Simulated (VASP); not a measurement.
# C (Fd-3m) in VASP: electric field gradients with LDA

Aim: the electric field gradients of C with LDA.

Program: VASP 6.6.1. These are calculated values, not measurements. Logs are shortened: lines on timing, memory, paths and dates and some standing lists are left out, and cuts for length are marked.

### 1 The cell of the first run

Symmetry: Fd-3m, No. 227, cubic system. Conventional cell: a = 3.555 Å, b = 3.555 Å, c = 3.555 Å, α = 90.00°, β = 90.00°, γ = 90.00°. C (site symmetry -43m) has 4 C at 1.54 Å within 2.1 Å.

### 2 Electric field gradients, LDA (5.62 Å³/atom)

Input file INCAR:

```
SYSTEM = C
PREC = Accurate ; ENCUT = 1000
EDIFF = 1E-8 ; ISMEAR = -1
SIGMA = 0.08 ; LREAL = .False.
LASPH = .True. ; NELM = 120
ALGO = Normal ; ISIF = 2
LWAVE = .False. ; LCHARG = .False.
LEFG = .True. ; NBANDS = 11
GGA_COMPAT = .False.
```

Input file KPOINTS:

```
regular mesh
0
Gamma
  20 20 20
  0 0 0
```

Input file POSCAR:

```
C
1.0
    0.0000000000      1.7774354070      1.7774354070
    1.7774354070      0.0000000000      1.7774354070
    1.7774354070      1.7774354070      0.0000000000
C
2
Direct
    0.5000000000      0.5000000000      0.5000000000
    0.7500000000      0.7500000000      0.7500000000
```

Potentials or basis: VASP PAW LDA potentials, release 64 (C_h).

Launch:

```bash
$ cat potpaw_LDA.64/C_h/POTCAR > POTCAR
$ mpirun -np 1 vasp_std > vasp.out
```

OUTCAR:

```text
SYSTEM = C
   PREC = Accurate
   ENCUT = 1000
   EDIFF = 1E-8
   ISMEAR = -1
   LREAL = .False.
   LASPH = .True.
   NELM = 120
   ISIF = 2

 ion  position               nearest neighbor table
   1  0.500  0.500  0.500-
   2  0.750  0.750  0.750-

  LATTYP: Found a face centered cubic cell.
 ALAT       =     3.5548708140

  Lattice vectors:

 A1 = (   0.0000000000,   1.7774354070,   1.7774354070)
 A2 = (   1.7774354070,   0.0000000000,   1.7774354070)
 A3 = (   1.7774354070,   1.7774354070,   0.0000000000)

Analysis of symmetry for initial positions (statically):
=====================================================================
 Subroutine PRICEL returns:
 Original cell was already a primitive cell.

 Routine SETGRP: Setting up the symmetry group for a
 face centered cubic supercell.

 Subroutine GETGRP returns: Found 48 space group operations
 (whereof 24 operations were pure point group operations)
 out of a pool of 48 trial point group operations.

The static configuration has the point symmetry T_d .
 The point group associated with its full space group is O_h .

Analysis of symmetry for dynamics (positions and initial velocities):
=====================================================================
 Subroutine PRICEL returns:
 Original cell was already a primitive cell.

 Routine SETGRP: Setting up the symmetry group for a
 face centered cubic supercell.

 Subroutine GETGRP returns: Found 48 space group operations
 (whereof 24 operations were pure point group operations)
 out of a pool of 48 trial point group operations.

The dynamic configuration has the point symmetry T_d .
 The point group associated with its full space group is O_h .

 Subroutine INISYM returns: Found 48 space group operations
 (whereof 24 operations are pure point group operations),
 and found     1 'primitive' translations

----------------------------------------------------------------------------------------

                                     Primitive cell

  volume of cell :      11.2308

  direct lattice vectors                    reciprocal lattice vectors
     0.000000000  1.777435407  1.777435407    -0.281304175  0.281304175  0.281304175
     1.777435407  0.000000000  1.777435407     0.281304175 -0.281304175  0.281304175
     1.777435407  1.777435407  0.000000000     0.281304175  0.281304175 -0.281304175

  length of vectors
     2.513673259  2.513673259  2.513673259     0.487233123  0.487233123  0.487233123

  position of ions in fractional coordinates (direct lattice)
     0.500000000  0.500000000  0.500000000
     0.750000000  0.750000000  0.750000000

  ion indices of the primitive-cell ions
   primitive index   ion index
                 1           1
                 2           2

----------------------------------------------------------------------------------------

 KPOINTS: regular mesh

Automatic generation of k-mesh.
 Grid dimensions read from file:
 generate k-points for:   20   20   20

 Generating k-lattice:

  Cartesian coordinates                     Fractional coordinates (reciprocal lattice)
    -0.014065209  0.014065209  0.014065209     0.050000000  0.000000000  0.000000000
     0.014065209 -0.014065209  0.014065209     0.000000000  0.050000000  0.000000000
     0.014065209  0.014065209 -0.014065209     0.000000000  0.000000000  0.050000000

  Length of vectors
     0.024361656  0.024361656  0.024361656

  Shift w.r.t. Gamma in fractional coordinates (k-lattice)
     0.000000000  0.000000000  0.000000000

 Subroutine IBZKPT returns following result:
 ===========================================

 Found    256 irreducible k-points:

 Following reciprocal coordinates:
            Coordinates               Weight
  0.000000  0.000000  0.000000      1.000000
  0.050000  0.000000  0.000000      8.000000
  0.100000  0.000000  0.000000      8.000000
  0.150000  0.000000  0.000000      8.000000
  0.200000  0.000000  0.000000      8.000000
  0.250000  0.000000  0.000000      8.000000
[... 16 lines left out ...]
 -0.400000  0.050000  0.000000     24.000000
 -0.350000  0.050000  0.000000     24.000000
 [... further k-points ...]
   k-points           NKPTS =    256   k-points in BZ     NKDIM =    256   number of bands    NBANDS=     11
   number of dos      NEDOS =    301   number of ions     NIONS =      2
   total plane-waves  NPLWV =  21952
   dimension x,y,z NGX =    28 NGY =   28 NGZ =   28
   dimension x,y,z NGXF=    56 NGYF=   56 NGZF=   56
   ions per type =               2
   NGX,Y,Z   is equivalent  to a cutoff of  18.52, 18.52, 18.52 a.u.
   NGXF,Y,Z  is equivalent  to a cutoff of  37.04, 37.04, 37.04 a.u.
 SYSTEM =  C
   PREC   = accura    normal or accurate (medium, high low for compatibility)
   ISTART =      0    job   : 0-new  1-cont  2-samecut
   ICHARG =      2    charge: 1-file 2-atom 10-const
   ISPIN  =      1    spin polarized calculation?
   LNONCOLLINEAR =      F non collinear calculations
   LSORBIT =      F    spin-orbit coupling
   LASPH  =      T    aspherical Exc in radial PAW
   ENCUT  = 1000.0 eV  73.50 Ry    8.57 a.u.   6.48  6.48  6.48*2*pi/ulx,y,z
   NELM   =    120;   NELMIN=  2; NELMDL= -5     # of ELM steps
   EDIFF  = 0.1E-07   stopping-criterion for ELM
   LREAL  =      F    real-space projection
   EDIFFG = 0.1E-06   stopping-criterion for IOM
   NSW    =      0    number of steps for IOM
   IBRION =     -1    ionic relax: 0-MD 1-quasi-New 2-CG
   NFREE  =      0    steps in history (QN), initial steepest desc. (CG)
   ISIF   =      2    stress and relaxation
   ISYM   =      2    0-nonsym 1-usesym 2-fastsym
   POTIM  = 0.5000    time-step for ionic-motion
   TEBEG  =    0.0;   TEEND  =   0.0 temperature during run
   PSTRESS=    0.0 pullay stress
   NELECT =       8.0000    total number of electrons
   NUPDOWN=      -1.0000    fix difference up-down
   EMIN   =  10.00;   EMAX   =-10.00  energy-range for DOS
   EFERMI =   0.00;   METHOD = LEGACY
   ISMEAR =    -1;   SIGMA  =   0.08  broadening in eV -4-tet -1-fermi 0-gaus
   EFERMI_NEDOS =   21; number of points for ismear=-14 and -15
   IALGO  =     38    algorithm
   IMIX   =      4    mixing-type and parameters
     AMIX     =   0.40;   BMIX     =  1.00
     AMIX_MAG =   1.60;   BMIX_MAG =  1.00
  volume/ion in A,a.u.               =       5.62        37.89
  Fermi-wavevector in a.u.,A,eV,Ry     =   1.462068  2.762909 29.084409  2.137644
  Thomas-Fermi vector in A             =   2.578325
   LORBIT       =      0    0 simple, 1 ext, 2 COOP (PROOUT), +10 PAW based schemes
   GGA     = CA    functional components
   LHFCALC =     F    Hartree Fock is set to
   AEXX    =    0.0000 exact exchange contribution
   IVDW    =     0    specifies the selected vdW correction
   LEPSILON=     F    determine dielectric tensor
   LRPA    =     F    only Hartree local field effects (RPA)
 non-spin polarized calculation
  energy-cutoff  :     1000.00
  volume of cell :       11.23
 maximum number of plane-waves:       869
 NGX is ok and might be reduce to    28
   NGX = 13   NGY = 13   NGZ = 13

 number of electron       8.0000000 magnetization

 Free energy of the ion-electron system (eV)
  ---------------------------------------------------
  ext. energy  EPLUGINS =         0.00000000
  ---------------------------------------------------
  free energy    TOTEN  =       -20.26239083 eV

  energy without entropy =      -20.26239083  energy(sigma->0) =      -20.26239083

 E-fermi :  12.4196     XC(G=0): -13.6996

 val. band max:       11.0246478524   @ k =   0.0000   0.0000   0.0000
 cond. band min:      15.1532968049   @ k =   0.3500   0.3500   0.0000
 fundamental gap:      4.1286489525
 Fermi energy:        12.4196271559

 k-point     1 :       0.0000    0.0000    0.0000
  band No.  band energies     occupation
      1     -10.4291      2.00000
      2      11.0246      2.00000
      3      11.0246      2.00000
      4      11.0246      2.00000
      5      16.5962      0.00000
      6      16.5962      0.00000
      7      16.5962      0.00000
      8      24.8024      0.00000
      9      30.1616      0.00000
     10      37.7564      0.00000
     11      37.7564      0.00000

 k-point     2 :       0.0500    0.0000    0.0000
  band No.  band energies     occupation
      1     -10.3595      2.00000
      2      10.5419      2.00000
      3      10.8998      2.00000
      4      10.8998      2.00000
      5      16.7586      0.00000
      6      16.7586      0.00000
      7      16.8998      0.00000
      8      24.8479      0.00000
      9      30.2790      0.00000
     10      36.3968      0.00000
     11      36.3968      0.00000

 k-point     3 :       0.1000    0.0000    0.0000
  band No.  band energies     occupation
      1     -10.1507      2.00000
      2       9.3543      2.00000
      3      10.5743      2.00000
      4      10.5743      2.00000
      5      17.1857      0.00000
      6      17.1857      0.00000
      7      17.5623      0.00000
      8      24.9812      0.00000
      9      30.5927      0.00000
     10      35.0643      0.00000
     11      35.0643      0.00000

 k-point     4 :       0.1500    0.0000    0.0000
  band No.  band energies     occupation
      1      -9.8039      2.00000
      2       7.8251      2.00000
      3      10.1450      2.00000
      4      10.1450      2.00000
      5      17.7481      0.00000
      6      17.7481      0.00000
      7      18.2588      0.00000
      8      25.1945      0.00000
      9      30.9931      0.00000
     10      34.0874      0.00000
     11      34.0874      0.00000
[... 239 lines left out ...]
 k-point    22 :      -0.4500    0.0500    0.0000
  band No.  band energies     occupation
      1      -4.7787      2.00000
      2      -2.0373      2.00000
      3       7.8884      2.00000
      4       8.1874      2.00000
      5      19.4310      0.00000
      6      19.5802      0.00000
      7      20.3651      0.00000
      8      26.5238      0.00000
      9      32.3681      0.00000
     10      35.2282      0.00000
     11      36.2184      0.00000

 k-point    23 :      -0.4000    0.0500    0.0000
  band No.  band energies     occupation
      1      -5.7266      2.00000
      2      -0.8262      2.00000
      3       7.8977      2.00000
      4       8.3852      2.00000
      5      19.4535      0.00000
      6      19.5307      0.00000
      7      20.2868      0.00000
      8      26.4238      0.00000
      9      32.1520      0.00000
     10      35.0428      0.00000
     11      35.4268      0.00000

 k-point    24 :      -0.3500    0.0500    0.0000
  band No.  band energies     occupation
      1      -6.7162      2.00000
      2       0.6464      2.00000
      3       8.0001      2.00000
      4       8.6636      2.00000
      5      19.2820      0.00000
      6      19.5901      0.00000
      7      20.1400      0.00000
      8      26.2280      0.00000
      9      31.9290      0.00000
     10      33.8765      0.00000
     11      35.3250      0.00000

 [... further k-points ...]
[... 5 lines left out ...]
  --------------------------------------------------------------------------------------
  -------------------------------------------------------------------------------------
  Total       -0.5481529     -0.5481529     -0.5481529     -0.0000000      0.0000000     -0.0000000
  in kB      -78.1989257    -78.1989257    -78.1989257     -0.0000000      0.0000000     -0.0000000
  external PRESSURE =     -78.1989257 kB  Pullay stress =       0.0000000 kB

 VOLUME and BASIS-vectors are now :
 -----------------------------------------------------------------------------
  energy-cutoff  :     1000.00
  volume of cell :       11.23
      direct lattice vectors                 reciprocal lattice vectors
     0.000000000  1.777435407  1.777435407    -0.281304175  0.281304175  0.281304175
     1.777435407  0.000000000  1.777435407     0.281304175 -0.281304175  0.281304175
     1.777435407  1.777435407  0.000000000     0.281304175  0.281304175 -0.281304175

 POSITION                                       TOTAL-FORCE (eV/Angst)
 -----------------------------------------------------------------------------------
      1.77744      1.77744      1.77744         0.000000     -0.000000     -0.000000
      2.66615      2.66615      2.66615        -0.000000      0.000000      0.000000
 -----------------------------------------------------------------------------------
    total drift:                                0.000000      0.000000     -0.000000

  FREE ENERGIE OF THE ION-ELECTRON SYSTEM (eV)
  ---------------------------------------------------
  free  energy   TOTEN  =       -20.2623908340 eV

  energy  without entropy=      -20.2623908339  energy(sigma->0) =      -20.26239083

 Electric field gradients (V/A^2)
---------------------------------------------------------------------
 ion       V_xx      V_yy      V_zz      V_xy      V_xz      V_yz
---------------------------------------------------------------------
   1      -0.000    -0.000     0.000    -0.000    -0.000    -0.000
   2      -0.000    -0.000     0.000    -0.000    -0.000    -0.000
---------------------------------------------------------------------

 Electric field gradients after diagonalization (V/A^2)
 (convention: |V_zz| > |V_xx| > |V_yy|)
----------------------------------------------------------------------
 ion       V_xx      V_yy      V_zz     asymmetry (V_yy - V_xx)/ V_zz
----------------------------------------------------------------------
   1       0.000     0.000    -0.000       0.000
   2       0.000     0.000    -0.000       0.000
----------------------------------------------------------------------

           NMR quadrupolar parameters

 Cq : quadrupolar parameter    Cq=e*Q*V_zz/h
 eta: asymmetry parameters     (V_yy - V_xx)/ V_zz
 Q  : nuclear electric quadrupole moment in mb (millibarn)
----------------------------------------------------------------------
 ion       Cq(MHz)       eta       Q (mb)
----------------------------------------------------------------------
   1      -0.000       0.000       1.000
   2      -0.000       0.000       1.000
----------------------------------------------------------------------
```

Wall time 62 s (1 thread of AMD EPYC 7R13 (Zen 3), shared host); peak memory 0.15 GiB.

Results:

| Quantity | Value |
| --- | --- |
| Free energy | -20.2624 eV |
| Pressure | -7.8 GPa |
| Band gap on the k mesh | 4.13 eV (least direct gap 5.57 eV) |
| Largest electric field gradient by atom | under 0.05 V/Å² on every atom |

Caveat: the cell stands under tension.
